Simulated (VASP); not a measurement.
# Co (P6/mmm) in VASP: a series of runs

Runs on Co. Level: LDA. Tasks: single point.

Program: VASP 6.6.1. These are calculated values, not measurements. Logs are shortened: lines on timing, memory, paths and dates and some standing lists are left out, and cuts for length are marked.

## 1. The cell of the first run

It takes space group P6/mmm (No. 191, hexagonal). Conventional cell: a = 2.273 Å, b = 2.273 Å, c = 2.162 Å, α = 90.00°, β = 90.00°, γ = 120.00°. Within 2.9 Å of Co (site symmetry 6/mmm) lie 8 Co at 2.16 to 2.27 Å.

## 2. Single point, LDA, collinear spin, ferromagnetic start

File INCAR:

```
SYSTEM = Co
ALGO = Normal
EDIFF = 1E-6
ENCUT = 520
GGA = CA
ISIF = 2
ISMEAR = -1
ISPIN = 2
LASPH = .TRUE.
LCHARG = .FALSE.
LMAXMIX = 4
LORBIT = 11
LREAL = .FALSE.
LWAVE = .FALSE.
MAGMOM = 1.7
NBANDS = 14
NELM = 150
PREC = Accurate
SIGMA = 0.08
```

File KPOINTS:

```
k-points
0
G
  19 19 18
  0 0 0
```

File POSCAR:

```
Co
1.0
    2.2728951987      0.0000000000      0.0000000000
   -1.1364475994      1.9683849822      0.0000000000
    0.0000000000      0.0000000000      2.1621821625
Co
1
Direct
    0.0000000000      0.0000000000      0.0000000000
```

Potentials or basis: VASP PAW LDA potentials, release 64 (Co).

Command:

```console
cat potpaw_LDA.64/Co/POTCAR > POTCAR
mpirun -np 1 vasp_std > vasp.out
```

OUTCAR:

```text
SYSTEM = Co
   EDIFF = 1E-6
   ENCUT = 520
   GGA = CA
   ISIF = 2
   ISMEAR = -1
   ISPIN = 2
   LASPH = .TRUE.
   LORBIT = 11
   LREAL = .FALSE.
   NELM = 150
   PREC = Accurate

 ion  position               nearest neighbor table
   1  0.000  0.000  0.000-

  LATTYP: Found a hexagonal cell.
 ALAT       =     2.2728951987
 C/A-ratio  =     0.9512898631

  Lattice vectors:

 A1 = (   2.2728951987,   0.0000000000,   0.0000000000)
 A2 = (  -1.1364475994,   1.9683849822,   0.0000000000)
 A3 = (   0.0000000000,   0.0000000000,   2.1621821625)

Analysis of symmetry for initial positions (statically):
=====================================================================
 Subroutine PRICEL returns:
 Original cell was already a primitive cell.

 Routine SETGRP: Setting up the symmetry group for a
 hexagonal supercell.

 Subroutine GETGRP returns: Found 24 space group operations
 (whereof 24 operations were pure point group operations)
 out of a pool of 24 trial point group operations.

The static configuration has the point symmetry D_6h.

Analysis of symmetry for dynamics (positions and initial velocities):
=====================================================================
 Subroutine PRICEL returns:
 Original cell was already a primitive cell.

 Routine SETGRP: Setting up the symmetry group for a
 hexagonal supercell.

 Subroutine GETGRP returns: Found 24 space group operations
 (whereof 24 operations were pure point group operations)
 out of a pool of 24 trial point group operations.

The dynamic configuration has the point symmetry D_6h.

Analysis of structural, dynamic, and magnetic symmetry:
=====================================================================
 Subroutine PRICEL returns:
 Original cell was already a primitive cell.

 Routine SETGRP: Setting up the symmetry group for a
 hexagonal supercell.

 Subroutine GETGRP returns: Found 24 space group operations
 (whereof 24 operations were pure point group operations)
 out of a pool of 24 trial point group operations.

The overall configuration has the point symmetry D_6h.

 Subroutine INISYM returns: Found 24 space group operations
 (whereof 24 operations are pure point group operations),
 and found     1 'primitive' translations

----------------------------------------------------------------------------------------

                                     Primitive cell

  volume of cell :       9.6735

  direct lattice vectors                    reciprocal lattice vectors
     2.272895199  0.000000000  0.000000000     0.439967492  0.254015350  0.000000000
    -1.136447599  1.968384982  0.000000000     0.000000000  0.508030700  0.000000000
     0.000000000  0.000000000  2.162182163     0.000000000  0.000000000  0.462495722

  length of vectors
     2.272895199  2.272895199  2.162182163     0.508030700  0.508030700  0.462495722

  position of ions in fractional coordinates (direct lattice)
     0.000000000  0.000000000  0.000000000

  ion indices of the primitive-cell ions
   primitive index   ion index
                 1           1

----------------------------------------------------------------------------------------

 KPOINTS: k-points

Automatic generation of k-mesh.
 Grid dimensions read from file:
 generate k-points for:   19   19   18

 Generating k-lattice:

  Cartesian coordinates                     Fractional coordinates (reciprocal lattice)
     0.023156184  0.013369229  0.000000000     0.052631579 -0.000000000  0.000000000
     0.000000000  0.026738458  0.000000000     0.000000000  0.052631579  0.000000000
     0.000000000  0.000000000  0.025694207     0.000000000  0.000000000  0.055555556

  Length of vectors
     0.026738458  0.026738458  0.025694207

  Shift w.r.t. Gamma in fractional coordinates (k-lattice)
     0.000000000  0.000000000  0.000000000

 Subroutine IBZKPT returns following result:
 ===========================================

 Found    400 irreducible k-points:

 Following reciprocal coordinates:
            Coordinates               Weight
  0.000000  0.000000  0.000000      1.000000
  0.052632 -0.000000  0.000000      6.000000
  0.105263 -0.000000  0.000000      6.000000
  0.157895  0.000000  0.000000      6.000000
  0.210526  0.000000  0.000000      6.000000
  0.263158 -0.000000  0.000000      6.000000
[... 16 lines left out ...]
  0.263158  0.105263  0.000000     12.000000
  0.315789  0.105263  0.000000     12.000000
 [... further k-points ...]
   k-points           NKPTS =    400   k-points in BZ     NKDIM =    400   number of bands    NBANDS=     14
   number of dos      NEDOS =    301   number of ions     NIONS =      1
   total plane-waves  NPLWV =   5184
   dimension x,y,z NGX =    18 NGY =   18 NGZ =   16
   dimension x,y,z NGXF=    36 NGYF=   36 NGZF=   32
   ions per type =               1
   NGX,Y,Z   is equivalent  to a cutoff of  13.17, 13.17, 12.30 a.u.
   NGXF,Y,Z  is equivalent  to a cutoff of  26.33, 26.33, 24.60 a.u.
 SYSTEM =  Co
   PREC   = accura    normal or accurate (medium, high low for compatibility)
   ISTART =      0    job   : 0-new  1-cont  2-samecut
   ICHARG =      2    charge: 1-file 2-atom 10-const
   ISPIN  =      2    spin polarized calculation?
   LNONCOLLINEAR =      F non collinear calculations
   LSORBIT =      F    spin-orbit coupling
   LASPH  =      T    aspherical Exc in radial PAW
   ENCUT  =  520.0 eV  38.22 Ry    6.18 a.u.   4.23  4.23  4.02*2*pi/ulx,y,z
   NELM   =    150;   NELMIN=  2; NELMDL= -5     # of ELM steps
   EDIFF  = 0.1E-05   stopping-criterion for ELM
   LREAL  =      F    real-space projection
   EDIFFG = 0.1E-04   stopping-criterion for IOM
   NSW    =      0    number of steps for IOM
   IBRION =     -1    ionic relax: 0-MD 1-quasi-New 2-CG
   NFREE  =      0    steps in history (QN), initial steepest desc. (CG)
   ISIF   =      2    stress and relaxation
   ISYM   =      2    0-nonsym 1-usesym 2-fastsym
   POTIM  = 0.5000    time-step for ionic-motion
   TEBEG  =    0.0;   TEEND  =   0.0 temperature during run
   PSTRESS=    0.0 pullay stress
   NELECT =       9.0000    total number of electrons
   NUPDOWN=      -1.0000    fix difference up-down
   EMIN   =  10.00;   EMAX   =-10.00  energy-range for DOS
   EFERMI =   0.00;   METHOD = LEGACY
   ISMEAR =    -1;   SIGMA  =   0.08  broadening in eV -4-tet -1-fermi 0-gaus
   EFERMI_NEDOS =   21; number of points for ismear=-14 and -15
   IALGO  =     38    algorithm
   IMIX   =      4    mixing-type and parameters
     AMIX     =   0.40;   BMIX     =  1.00
     AMIX_MAG =   1.60;   BMIX_MAG =  1.00
  volume/ion in A,a.u.               =       9.67        65.28
  Fermi-wavevector in a.u.,A,eV,Ry     =   1.598190  3.020141 34.752156  2.554211
  Thomas-Fermi vector in A             =   2.695679
   LORBIT       =     11    0 simple, 1 ext, 2 COOP (PROOUT), +10 PAW based schemes
   GGA     = CA    functional components
   LHFCALC =     F    Hartree Fock is set to
   AEXX    =    0.0000 exact exchange contribution
   IVDW    =     0    specifies the selected vdW correction
   LEPSILON=     F    determine dielectric tensor
   LRPA    =     F    only Hartree local field effects (RPA)
 spin polarized calculation
  energy-cutoff  :      520.00
  volume of cell :        9.67
 maximum number of plane-waves:       272
 NGX is ok and might be reduce to    18
   NGX =  9   NGY =  9   NGZ =  9

 number of electron       9.0000004 magnetization       0.9585953

 Free energy of the ion-electron system (eV)
  ---------------------------------------------------
  ext. energy  EPLUGINS =         0.00000000
  ---------------------------------------------------
  free energy    TOTEN  =        -7.49595560 eV

  energy without entropy =       -7.45979169  energy(sigma->0) =       -7.47787364

 E-fermi :  11.8026     XC(G=0): -14.3621

 val. band max:       11.8014431059   @ k =   0.3158   0.0526   0.1111
 cond. band min:      11.8034421787   @ k =   0.4737  -0.0000   0.0556
 fundamental gap:      0.0019990728
 Fermi energy:        11.8026459717

 spin component 1

 k-point     1 :       0.0000    0.0000    0.0000
  band No.  band energies     occupation
      1       2.1749      1.00000
      2       6.9158      1.00000
      3       9.2971      1.00000
      4       9.2971      1.00000
      5      11.8911      0.24870
      6      11.8911      0.24870
      7      33.6616      0.00000
      8      36.0566      0.00000
      9      39.8257      0.00000
     10      41.7303      0.00000
     11      41.7303      0.00000
     12      43.7764      0.00000
     13      43.7764      0.00000
     14      48.6684      0.00000
[... 375 lines left out ...]
 k-point    24 :       0.3158    0.1053    0.0000
  band No.  band energies     occupation
      1       6.2756      1.00000
      2       7.5506      1.00000
      3       9.1253      1.00000
      4      10.5219      1.00000
      5      11.5148      0.97335
      6      12.3617      0.00092
      7      22.4681      0.00000
      8      28.9123      0.00000
      9      40.1892      0.00000
     10      41.0961      0.00000
     11      41.1259      0.00000
     12      49.0261      0.00000
     13      50.2269      0.00000
     14      51.7705      0.00000

 [... further k-points ...]

 spin component 2

 k-point     1 :       0.0000    0.0000    0.0000
  band No.  band energies     occupation
      1       2.3567      1.00000
      2       7.5583      1.00000
      3      10.0728      1.00000
      4      10.0728      1.00000
      5      13.0575      0.00000
      6      13.0575      0.00000
      7      33.9219      0.00000
      8      36.1364      0.00000
      9      40.1275      0.00000
     10      42.0740      0.00000
     11      42.0740      0.00000
     12      44.0484      0.00000
     13      44.0484      0.00000
     14      50.4142      0.00000
[... 375 lines left out ...]
 k-point    24 :       0.3158    0.1053    0.0000
  band No.  band energies     occupation
      1       6.6797      1.00000
      2       8.1929      1.00000
      3       9.6287      1.00000
      4      11.6020      0.92468
      5      12.6598      0.00002
      6      13.1425      0.00000
      7      22.9032      0.00000
      8      29.2149      0.00000
      9      40.3644      0.00000
     10      41.4189      0.00000
     11      41.4240      0.00000
     12      50.4964      0.00000
     13      50.7414      0.00000
     14      52.2289      0.00000

 [... further k-points ...]
[... 5 lines left out ...]
  --------------------------------------------------------------------------------------
  -------------------------------------------------------------------------------------
  Total        1.5879474      1.5879474      1.5841441     -0.0000000     -0.0000000     -0.0000000
  in kB      263.0055784    263.0055784    262.3756550     -0.0000000     -0.0000000     -0.0000000
  external PRESSURE =     262.7956040 kB  Pullay stress =       0.0000000 kB

 VOLUME and BASIS-vectors are now :
 -----------------------------------------------------------------------------
  energy-cutoff  :      520.00
  volume of cell :        9.67
      direct lattice vectors                 reciprocal lattice vectors
     2.272895199  0.000000000  0.000000000     0.439967492  0.254015350  0.000000000
    -1.136447599  1.968384982  0.000000000     0.000000000  0.508030700  0.000000000
     0.000000000  0.000000000  2.162182163     0.000000000  0.000000000  0.462495722

 POSITION                                       TOTAL-FORCE (eV/Angst)
 -----------------------------------------------------------------------------------
      0.00000      0.00000      0.00000        -0.000000      0.000000      0.000000
 -----------------------------------------------------------------------------------
    total drift:                                0.000000      0.000000      0.000000

  FREE ENERGIE OF THE ION-ELECTRON SYSTEM (eV)
  ---------------------------------------------------
  free  energy   TOTEN  =        -7.4959555969 eV

  energy  without entropy=       -7.4597916916  energy(sigma->0) =       -7.47787364

 total charge

# of ion       s       p       d       tot
------------------------------------------
    1        0.575   0.605   7.472   8.652

 magnetization (x)

# of ion       s       p       d       tot
------------------------------------------
    1        0.004   0.003   0.940   0.946
```

It took 82 s on 1 thread of Intel Xeon 6975P-C, shared host; peak memory 0.19 GiB.

What came out:

| Item | Value |
| --- | --- |
| Free energy | -7.4960 eV |
| Pressure | 26.3 GPa |
| Net moment | 0.96 μB per cell |
| Site moments | Co +0.95 μB |
| Valence electrons inside the program's atomic spheres | Co 8.65 |

[end of part 1 of 2]
